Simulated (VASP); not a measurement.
Set up this calculation in VASP 6.6.1, as the native input.

```yaml
Task: single point
Functional: PBE-based screened hybrid with 25 % exact exchange
Potentials_or_basis: VASP PAW PBE potentials, release 64 (I, Mg)
Cutoff: 520 eV
k_mesh: 4 × 4 × 2
Occupations: fermi-dirac, width 0.05 eV
Spin: no spin polarisation
Dipole_correction: no
Grid_for_exact_exchange_PRECFOCK: Normal
Share_of_exact_exchange: 0.25
Further_INCAR_settings: ALGO = Normal; EDIFF = 1e-07; NBANDS = 15
Screening_parameter: 0.3 1/Å
```

Crystal: MgI2.

```
I Mg
1.0
     4.14000    0.00000    0.00000
    -2.07000    3.58535    0.00000
     0.00000    0.00000    6.88000
I Mg
2 1
Direct
  0.66667 0.33333 0.75000
  0.33333 0.66667 0.25000
  0.00000 0.00000 0.00000
```

One way to write it, as run:

POSCAR

```
MgI2
1.0
    4.1400000000      0.0000000000      0.0000000000
   -2.0700000000      3.5853451717      0.0000000000
    0.0000000000      0.0000000000      6.8800000000
I Mg
2 1
Direct
    0.6666666667      0.3333333333      0.7500000000
    0.3333333333      0.6666666667      0.2500000000
    0.0000000000      0.0000000000      0.0000000000
```

INCAR.step1

```
ALGO = Normal
EDIFF = 1E-5
ENCUT = 520
GGA = PE
ISIF = 2
ISMEAR = -1
LASPH = True
LCHARG = False
LREAL = False
LWAVE = True
NBANDS = 15
NELM = 60
PREC = Accurate
SIGMA = 0.05
```

INCAR.step2

```
AEXX = 0.25
ALGO = Normal
EDIFF = 1E-7
ENCUT = 520
GGA = PE
HFSCREEN = 0.3
ISIF = 2
ISMEAR = -1
ISTART = 1
LASPH = True
LCHARG = False
LHFCALC = True
LREAL = False
LWAVE = False
NBANDS = 15
NELM = 60
PREC = Accurate
PRECFOCK = Normal
SIGMA = 0.05
```

KPOINTS

```
k-points
0
Gamma
  4 4 2
```

Potentials or basis: VASP PAW PBE potentials, release 64 (I, Mg).

Command:

```console
$ cat potpaw_PBE.64/I/POTCAR potpaw_PBE.64/Mg/POTCAR > POTCAR
$ cp INCAR.step1 INCAR
$ mpirun -np 1 vasp_std > vasp.out
$ cp INCAR.step2 INCAR
$ mpirun -np 1 vasp_std > vasp.out
```

Results of the run:

```yaml
Pressure: 0.0 GPa
Largest_force: 0.380 eV/Å
Band_gap_on_the_k_mesh: 4.21 eV (least direct gap 4.41 eV)
```

Caveat: the k points lie up to 0.46 Å⁻¹ apart; the PAW data sets were made with another functional, which shifts forces and pressure a little; spin-orbit coupling is left out, which moves the levels of the heavy elements.

It took 7.8 min on 1 thread of Intel Xeon 8259CL (shared host), peak memory 0.34 GiB.
